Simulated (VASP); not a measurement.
# Sn (P6/mmm) in VASP: further runs

Sn is run at these levels: BLYP; tasks: single point.

Program: VASP 6.6.1. These are calculated values, not measurements. Logs are shortened: lines on timing, memory, paths and dates and some standing lists are left out, and cuts for length are marked.

**1. The cell of the first run**

It takes space group P6/mmm (No. 191, hexagonal). The conventional cell has a = 5.697 Å, b = 5.697 Å, c = 3.310 Å, α = 90.00°, β = 90.00°, γ = 120.00°. Sn (site symmetry 6/mmm) has 14 Sn at 3.31 to 3.68 Å within 4.4 Å. Sn (site symmetry -6m2) has 11 Sn at 3.29 to 3.68 Å within 4.3 Å.

**2. Single point, BLYP**

File INCAR:

```
SYSTEM = Sn
PREC     = Accurate       ! precision mode
ENCUT    = 520            ! plane-wave cutoff, eV
EDIFF    = 1E-6           ! SCF threshold, eV
ISMEAR   = -1             ! smearing method
SIGMA    = 0.1            ! smearing width, eV
LREAL    = .FALSE.        ! projectors in reciprocal space
LASPH    = .TRUE.         ! aspherical terms in the spheres
NELM     = 80             ! most SCF steps
ALGO     = Normal         ! electronic algorithm
ISIF     = 2              ! what is computed and relaxed
LWAVE    = .FALSE.        ! write WAVECAR
LCHARG   = .TRUE.         ! write CHGCAR
GGA      = B5             ! functional
ALDAX    = 1.0          
AGGAX    = 1.0          
AGGAC    = 1.0          
ALDAC    = 0.0          
LELF     = .TRUE.         ! ELF
LVHAR    = .TRUE.       
NBANDS   = 28             ! bands
```

File KPOINTS:

```
regular mesh
0
G
  7 7 11
  0 0 0
```

File POSCAR:

```
Sn
1.0
    5.6969897363      0.0000000000      0.0000000000
   -2.8484948681      4.9337378367      0.0000000000
    0.0000000000      0.0000000000      3.3096924917
Sn
3
Direct
    1.0000000000      1.0000000000      0.0000000000
    0.3333333333      0.6666666667      0.5000000000
    0.6666666667      0.3333333333      0.5000000000
```

Potentials or basis: VASP PAW PBE potentials, release 64 (Sn_d).

Run with:

```sh
cat potpaw_PBE.64/Sn_d/POTCAR > POTCAR
mpirun -np 1 vasp_std > vasp.out
```

OUTCAR:

```text
SYSTEM = Sn
   PREC = Accurate
   ENCUT = 520
   EDIFF = 1E-6
   ISMEAR = -1
   LREAL = .FALSE.
   LASPH = .TRUE.
   NELM = 80
   ISIF = 2
   GGA = B5

 ion  position               nearest neighbor table
   1  0.000  0.000  0.000-   2 3.68   3 3.68   2 3.68   3 3.68   2 3.68   2 3.68   3 3.68   3 3.68
                             3 3.68   3 3.68   2 3.68   2 3.68
   2  0.333  0.667  0.500-   3 3.29   3 3.29   3 3.29   1 3.68   1 3.68   1 3.68   1 3.68   1 3.68
                             1 3.68
   3  0.667  0.333  0.500-   2 3.29   2 3.29   2 3.29   1 3.68   1 3.68   1 3.68   1 3.68   1 3.68
                             1 3.68

  LATTYP: Found a hexagonal cell.
 ALAT       =     5.6969897363
 C/A-ratio  =     0.5809546172

  Lattice vectors:

 A1 = (   5.6969897363,   0.0000000000,   0.0000000000)
 A2 = (  -2.8484948681,   4.9337378367,   0.0000000000)
 A3 = (   0.0000000000,   0.0000000000,   3.3096924917)

Analysis of symmetry for initial positions (statically):
=====================================================================
 Subroutine PRICEL returns:
 Original cell was already a primitive cell.

 Routine SETGRP: Setting up the symmetry group for a
 hexagonal supercell.

 Subroutine GETGRP returns: Found 24 space group operations
 (whereof 24 operations were pure point group operations)
 out of a pool of 24 trial point group operations.

The static configuration has the point symmetry D_6h.

Analysis of symmetry for dynamics (positions and initial velocities):
=====================================================================
 Subroutine PRICEL returns:
 Original cell was already a primitive cell.

 Routine SETGRP: Setting up the symmetry group for a
 hexagonal supercell.

 Subroutine GETGRP returns: Found 24 space group operations
 (whereof 24 operations were pure point group operations)
 out of a pool of 24 trial point group operations.

The dynamic configuration has the point symmetry D_6h.

 Subroutine INISYM returns: Found 24 space group operations
 (whereof 24 operations are pure point group operations),
 and found     1 'primitive' translations

----------------------------------------------------------------------------------------

                                     Primitive cell

  volume of cell :      93.0270

  direct lattice vectors                    reciprocal lattice vectors
     5.696989736  0.000000000  0.000000000     0.175531297  0.101343042  0.000000000
    -2.848494868  4.933737837  0.000000000     0.000000000  0.202686084  0.000000000
     0.000000000  0.000000000  3.309692492     0.000000000  0.000000000  0.302142874

  length of vectors
     5.696989736  5.696989736  3.309692492     0.202686084  0.202686084  0.302142874

  position of ions in fractional coordinates (direct lattice)
     0.000000000  0.000000000  0.000000000
     0.333333333  0.666666667  0.500000000
     0.666666667  0.333333333  0.500000000

  ion indices of the primitive-cell ions
   primitive index   ion index
                 1           1
                 2           2
                 3           3

----------------------------------------------------------------------------------------

 KPOINTS: regular mesh

Automatic generation of k-mesh.
 Grid dimensions read from file:
 generate k-points for:    7    7   11

 Generating k-lattice:

  Cartesian coordinates                     Fractional coordinates (reciprocal lattice)
     0.025075900  0.014477577  0.000000000     0.142857143  0.000000000  0.000000000
     0.000000000  0.028955155  0.000000000     0.000000000  0.142857143  0.000000000
     0.000000000  0.000000000  0.027467534     0.000000000  0.000000000  0.090909091

  Length of vectors
     0.028955155  0.028955155  0.027467534

  Shift w.r.t. Gamma in fractional coordinates (k-lattice)
     0.000000000  0.000000000  0.000000000

 Subroutine IBZKPT returns following result:
 ===========================================

 Found     48 irreducible k-points:

 Following reciprocal coordinates:
            Coordinates               Weight
  0.000000  0.000000  0.000000      1.000000
  0.142857  0.000000  0.000000      6.000000
  0.285714  0.000000  0.000000      6.000000
  0.428571  0.000000  0.000000      6.000000
  0.142857  0.142857  0.000000      6.000000
  0.285714  0.142857  0.000000     12.000000
[... 16 lines left out ...]
  0.428571  0.142857  0.181818     12.000000
  0.285714  0.285714  0.181818     12.000000
 [... further k-points ...]
   k-points           NKPTS =     48   k-points in BZ     NKDIM =     48   number of bands    NBANDS=     28
   number of dos      NEDOS =    301   number of ions     NIONS =      3
   total plane-waves  NPLWV =  49392
   dimension x,y,z NGX =    42 NGY =   42 NGZ =   28
   dimension x,y,z NGXF=    84 NGYF=   84 NGZF=   56
   ions per type =               3
   NGX,Y,Z   is equivalent  to a cutoff of  12.26, 12.26, 14.06 a.u.
   NGXF,Y,Z  is equivalent  to a cutoff of  24.51, 24.51, 28.13 a.u.
 SYSTEM =  Sn
   PREC   = accura    normal or accurate (medium, high low for compatibility)
   ISTART =      0    job   : 0-new  1-cont  2-samecut
   ICHARG =      2    charge: 1-file 2-atom 10-const
   ISPIN  =      1    spin polarized calculation?
   LNONCOLLINEAR =      F non collinear calculations
   LSORBIT =      F    spin-orbit coupling
   LASPH  =      T    aspherical Exc in radial PAW
   ENCUT  =  520.0 eV  38.22 Ry    6.18 a.u.  10.59 10.59  6.15*2*pi/ulx,y,z
   NELM   =     80;   NELMIN=  2; NELMDL= -5     # of ELM steps
   EDIFF  = 0.1E-05   stopping-criterion for ELM
   LREAL  =      F    real-space projection
   EDIFFG = 0.1E-04   stopping-criterion for IOM
   NSW    =      0    number of steps for IOM
   IBRION =     -1    ionic relax: 0-MD 1-quasi-New 2-CG
   NFREE  =      0    steps in history (QN), initial steepest desc. (CG)
   ISIF   =      2    stress and relaxation
   ISYM   =      2    0-nonsym 1-usesym 2-fastsym
   POTIM  = 0.5000    time-step for ionic-motion
   TEBEG  =    0.0;   TEEND  =   0.0 temperature during run
   PSTRESS=    0.0 pullay stress
   NELECT =      42.0000    total number of electrons
   NUPDOWN=      -1.0000    fix difference up-down
   EMIN   =  10.00;   EMAX   =-10.00  energy-range for DOS
   EFERMI =   0.00;   METHOD = LEGACY
   ISMEAR =    -1;   SIGMA  =   0.10  broadening in eV -4-tet -1-fermi 0-gaus
   EFERMI_NEDOS =   21; number of points for ismear=-14 and -15
   IALGO  =     38    algorithm
   IMIX   =      4    mixing-type and parameters
     AMIX     =   0.40;   BMIX     =  1.00
     AMIX_MAG =   1.60;   BMIX_MAG =  1.00
  volume/ion in A,a.u.               =      31.01       209.26
  Fermi-wavevector in a.u.,A,eV,Ry     =   1.255899  2.373306 21.460245  1.577283
  Thomas-Fermi vector in A             =   2.389634
   LORBIT       =      0    0 simple, 1 ext, 2 COOP (PROOUT), +10 PAW based schemes
   GGA     = B5    functional components
   LHFCALC =     F    Hartree Fock is set to
   AEXX    =    0.0000 exact exchange contribution
   IVDW    =     0    specifies the selected vdW correction
   LEPSILON=     F    determine dielectric tensor
   LRPA    =     F    only Hartree local field effects (RPA)
 non-spin polarized calculation
  energy-cutoff  :      520.00
  volume of cell :       93.03
 maximum number of plane-waves:      2533
   NGX = 21   NGY = 21   NGZ = 13

 number of electron      42.0000007 magnetization

 Free energy of the ion-electron system (eV)
  ---------------------------------------------------
  ext. energy  EPLUGINS =         0.00000000
  ---------------------------------------------------
  free energy    TOTEN  =        -8.86250501 eV

  energy without entropy =       -8.79470432  energy(sigma->0) =       -8.82860466

 E-fermi :   7.0681     XC(G=0):  -9.1435

 val. band max:        7.0515381982   @ k =   0.1429   0.1429   0.3636
 cond. band min:       7.0966945911   @ k =   0.4286   0.1429   0.0000
 fundamental gap:      0.0451563929
 Fermi energy:         7.0681013468

 k-point     1 :       0.0000    0.0000    0.0000
  band No.  band energies     occupation
      1     -14.6238      2.00000
      2     -14.5638      2.00000
      3     -14.5638      2.00000
      4     -14.5105      2.00000
      5     -14.5105      2.00000
      6     -14.4058      2.00000
[... 20 lines left out ...]
     27      14.2284      0.00000
     28      14.3108      0.00000

 k-point     2 :       0.1429    0.0000    0.0000
  band No.  band energies     occupation
      1     -14.6236      2.00000
      2     -14.5642      2.00000
      3     -14.5640      2.00000
      4     -14.5106      2.00000
      5     -14.5103      2.00000
      6     -14.4045      2.00000
[... 20 lines left out ...]
     27      14.1092      0.00000
     28      14.3384      0.00000

 k-point     3 :       0.2857    0.0000    0.0000
  band No.  band energies     occupation
      1     -14.6232      2.00000
      2     -14.5651      2.00000
      3     -14.5650      2.00000
      4     -14.5110      2.00000
      5     -14.5098      2.00000
      6     -14.4004      2.00000
[... 20 lines left out ...]
     27      13.7930      0.00000
     28      14.6527      0.00000

 k-point     4 :       0.4286    0.0000    0.0000
  band No.  band energies     occupation
      1     -14.6229      2.00000
      2     -14.5662      2.00000
      3     -14.5658      2.00000
      4     -14.5113      2.00000
      5     -14.5093      2.00000
      6     -14.3940      2.00000
[... 578 lines left out ...]
     27      11.7276      0.00000
     28      14.9560      0.00000

 k-point    23 :       0.4286    0.1429    0.1818
  band No.  band energies     occupation
      1     -14.5739      2.00000
      2     -14.5642      2.00000
      3     -14.5638      2.00000
      4     -14.5284      2.00000
      5     -14.5268      2.00000
      6     -14.3599      2.00000
[... 20 lines left out ...]
     27      11.1395      0.00000
     28      14.6881      0.00000

 k-point    24 :       0.2857    0.2857    0.1818
  band No.  band energies     occupation
      1     -14.5739      2.00000
      2     -14.5643      2.00000
      3     -14.5639      2.00000
      4     -14.5276      2.00000
      5     -14.5271      2.00000
      6     -14.3630      2.00000
[... 20 lines left out ...]
     27      11.6903      0.00000
     28      15.2907      0.00000

 [... further k-points ...]
[... 5 lines left out ...]
  --------------------------------------------------------------------------------------
  -------------------------------------------------------------------------------------
  Total       -0.2302129     -0.2302129      0.2880711     -0.0000000      0.0000000     -0.0000000
  in kB       -3.9648901     -3.9648901      4.9613636     -0.0000000      0.0000000     -0.0000000
  external PRESSURE =      -0.9894722 kB  Pullay stress =       0.0000000 kB

 VOLUME and BASIS-vectors are now :
 -----------------------------------------------------------------------------
  energy-cutoff  :      520.00
  volume of cell :       93.03
      direct lattice vectors                 reciprocal lattice vectors
     5.696989736  0.000000000  0.000000000     0.175531297  0.101343042  0.000000000
    -2.848494868  4.933737837  0.000000000     0.000000000  0.202686084  0.000000000
     0.000000000  0.000000000  3.309692492     0.000000000  0.000000000  0.302142874

 POSITION                                       TOTAL-FORCE (eV/Angst)
 -----------------------------------------------------------------------------------
      0.00000      0.00000      0.00000        -0.000000      0.000000      0.000000
     -0.00000      3.28916      1.65485        -0.000000     -0.000000      0.000000
      2.84849      1.64458      1.65485         0.000000      0.000000     -0.000000
 -----------------------------------------------------------------------------------
    total drift:                                0.000000      0.000000     -0.000000

  FREE ENERGIE OF THE ION-ELECTRON SYSTEM (eV)
  ---------------------------------------------------
  free  energy   TOTEN  =        -8.8625050074 eV

  energy  without entropy=       -8.7947043199  energy(sigma->0) =       -8.82860466
```

Wall time 69 s (1 thread of Intel Xeon Platinum 8559C (Emerald Rapids), shared host); peak memory 0.25 GiB.

What came out:

```
Free energy            : -8.8625 eV
Pressure               : -0.1 GPa
Band gap on the k mesh : zero (band 21 reaches 8.66 eV, above the bottom of band 22 at 4.98 eV)
```

Stress tensor (GPa, compression positive):
```
-0.40  0.00  0.00
 0.00 -0.40  0.00
 0.00  0.00  0.50
```

Levels at points of the mesh, in eV from the Fermi level:
| k point | band 18 | band 19 | band 20 | band 21 | band 22 | band 23 | band 24 | band 25 |
| --- | --- | --- | --- | --- | --- | --- | --- | --- |
| (0.00, 0.00, 0.00) | -5.81 | -2.16 | -2.16 | -2.09 | -2.09 | 3.41 | 6.26 | 6.26 |

Caveat: the PAW data sets were made with another functional, which shifts forces and pressure a little; spin-orbit coupling is left out, which moves the levels of the heavy elements.

**3. Single point, BLYP (volume scaled by 1.04)**

File INCAR:

```
PREC = Accurate ; ENCUT = 520
EDIFF = 1E-6 ; ISMEAR = -1
SIGMA = 0.1 ; LREAL = False
LASPH = True ; NELM = 80
ALGO = Normal ; ISIF = 2
LWAVE = False ; LCHARG = False
GGA = B5 ; ALDAX = 1.0
AGGAX = 1.0 ; AGGAC = 1.0
ALDAC = 0.0 ; NBANDS = 28
```

File KPOINTS:

```
Automatic mesh
0
Gamma
  7 7 11
```

File POSCAR:

```
Sn
1.0
    5.7719587248      0.0000000000      0.0000000000
   -2.8859793624      4.9986628853      0.0000000000
    0.0000000000      0.0000000000      3.3532460717
Sn
3
Direct
    1.0000000000      1.0000000000      0.0000000000
    0.3333333333      0.6666666667      0.5000000000
    0.6666666667      0.3333333333      0.5000000000
```

Potentials or basis: VASP PAW PBE potentials, release 64 (Sn_d).

Run with:

```sh
cat potpaw_PBE.64/Sn_d/POTCAR > POTCAR
mpirun -np 1 vasp_std > vasp.out
```

OUTCAR:

```text
PREC = Accurate
   ENCUT = 520
   EDIFF = 1E-6
   ISMEAR = -1
   LREAL = False
   LASPH = True
   NELM = 80
   ISIF = 2
   GGA = B5

 ion  position               nearest neighbor table
   1  0.000  0.000  0.000-   2 3.73   3 3.73   2 3.73   3 3.73   3 3.73   3 3.73   2 3.73   2 3.73
                             3 3.73   3 3.73   2 3.73   2 3.73
   2  0.333  0.667  0.500-   3 3.33   3 3.33   3 3.33   1 3.73   1 3.73   1 3.73   1 3.73   1 3.73
                             1 3.73
   3  0.667  0.333  0.500-   2 3.33   2 3.33   2 3.33   1 3.73   1 3.73   1 3.73   1 3.73   1 3.73
                             1 3.73

[... 936 lines left out ...]

 [... further k-points ...]
[... 5 lines left out ...]
  --------------------------------------------------------------------------------------
  -------------------------------------------------------------------------------------
  Total       -0.9289274     -0.9289274     -0.5177897     -0.0000000      0.0000000     -0.0000000
  in kB      -15.3833127    -15.3833127     -8.5747512     -0.0000000      0.0000000     -0.0000000
  external PRESSURE =     -13.1137922 kB  Pullay stress =       0.0000000 kB

 VOLUME and BASIS-vectors are now :
 -----------------------------------------------------------------------------
  energy-cutoff  :      520.00
  volume of cell :       96.75
      direct lattice vectors                 reciprocal lattice vectors
     5.771958725  0.000000000  0.000000000     0.173251412  0.100026749  0.000000000
    -2.885979362  4.998662885  0.000000000     0.000000000  0.200053499  0.000000000
     0.000000000  0.000000000  3.353246072     0.000000000  0.000000000  0.298218496

 POSITION                                       TOTAL-FORCE (eV/Angst)
 -----------------------------------------------------------------------------------
      0.00000      0.00000      0.00000        -0.000000      0.000000      0.000000
     -0.00000      3.33244      1.67662         0.000000      0.000000      0.000000
      2.88598      1.66622      1.67662        -0.000000      0.000000     -0.000000
 -----------------------------------------------------------------------------------
    total drift:                               -0.000000      0.000000     -0.000000

  FREE ENERGIE OF THE ION-ELECTRON SYSTEM (eV)
  ---------------------------------------------------
  free  energy   TOTEN  =        -8.8475535622 eV

  energy  without entropy=       -8.7777443751  energy(sigma->0) =       -8.81264897
```

stdout:

```text
POSCAR found type information on POSCAR Sn
 POSCAR found :  1 types and       3 ions
 scaLAPACK will be used
 -----------------------------------------------------------------------------
|                                                                             |
|                                                                             |
|     You enforced a specific xc type in the INCAR file but a different       |
|     I HOPE YOU KNOW WHAT YOU ARE DOING!                                     |
|                                                                             |
 -----------------------------------------------------------------------------

 LDA part: xc-table for (Slater(with rela. corr.)+VWN5), standard interpolation
 POSCAR, INCAR and KPOINTS ok, starting setup
 FFT: planning ... GRIDC
 FFT: planning ... GRID_SOFT
 FFT: planning ... GRID
 WAVECAR not read
 entering main loop
```

Wall time 74 s (1 thread of Intel Xeon Platinum 8559C (Emerald Rapids), shared host); peak memory 0.28 GiB.

Results:

- Free energy: -8.8476 eV
- Pressure: -1.3 GPa
- Band gap on the k mesh: zero (band 21 reaches 8.20 eV, above the bottom of band 22 at 4.68 eV)

Levels at points of the mesh, in eV from the Fermi level:
```tsv
k point	band 17	band 18	band 19	band 20	band 21	band 22	band 23	band 24	band 25	band 26
(0.00, 0.00, 0.00)	-6.14	-5.81	-2.03	-2.03	-1.96	-1.96	3.32	5.98	5.98	6.77
```

Caveat: the PAW data sets were made with another functional, which shifts forces and pressure a little; spin-orbit coupling is left out, which moves the levels of the heavy elements.
